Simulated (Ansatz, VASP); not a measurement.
CdF2 in VASP and in Ansatz

The input INCAR:

```
SYSTEM = CdF2
PREC     = Accurate       ! precision mode
ENCUT    = 700            ! plane-wave cutoff, eV
EDIFF    = 1E-6           ! SCF threshold, eV
ISMEAR   = 0              ! smearing method
SIGMA    = 0.05           ! smearing width, eV
LREAL    = .FALSE.        ! projectors in reciprocal space
LASPH    = .TRUE.         ! aspherical terms in the spheres
NELM     = 120            ! most SCF steps
ALGO     = Normal         ! electronic algorithm
ISIF     = 2              ! what is computed and relaxed
LWAVE    = .FALSE.        ! write WAVECAR
LCHARG   = .FALSE.        ! write CHGCAR
GGA      = PE             ! functional
NBANDS   = 24             ! bands
GGA_COMPAT= .FALSE.
```

The input KPOINTS:

```
regular mesh
0
G
  8 8 8
  0 0 0
```

File POSCAR:

```
CdF2
1.0
    0.0000000000      2.6131800000      2.6940000000
    2.6131800000      0.0000000000      2.6940000000
    2.6131800000      2.6131800000      0.0000000000
Cd F
1 2
Direct
    0.0000000000      0.0000000000      0.0000000000
    0.2500000000      0.2500000000      0.2500000000
    0.7500000000      0.7500000000      0.7500000000
```

Input for Ansatz:

```yaml
crystal:
  lattice:
    - [0.0, 2.61318, 2.694]
    - [2.61318, 0.0, 2.694]
    - [2.61318, 2.61318, 0.0]
  atoms:
    - { symbol: Cd, position: [0.0, 0.0, 0.0] }
    - { symbol: F, position: [0.25, 0.25, 0.25] }
    - { symbol: F, position: [0.75, 0.75, 0.75] }
basis:
  ecutwfc: 420
kpoints:
  mp_grid: { grid: [8, 8, 8] }
hamiltonian:
  xc: pbe
scf:
  occupations: { method: gaussian, width: 0.05 }
output:
  forces: true
  stress: true
  eigenvalues: true
```

Change from the starting cell: strain -0.030 along x and y, +0.000 along z, atoms carried along.

Alike in both runs: task single point; functional PBE; k mesh 8 × 8 × 8; occupations gaussian, width 0.05 eV; no spin polarisation.

|  | VASP | Ansatz |
| --- | --- | --- |
| version | VASP 6.6.1 | Ansatz 0.2.0 |
| potentials or method | VASP PAW PBE potentials, release 64 (Cd_sv_GW, F), cutoff 700 eV | scalar-relativistic, plane waves, PAW |
| valence electrons in the cell | 34 | 34 |

```tsv
	VASP	Ansatz	Ansatz less VASP
gap on the k mesh at the Fermi level (eV)	3.28	3.29	+0.011
least direct gap on the mesh (eV)	3.66	3.67	+0.008
pressure (GPa)	13.3	13.7	+0.43
traceless stress, the component that is largest in VASP (GPa)	-2.28	-2.28	-0.001
```
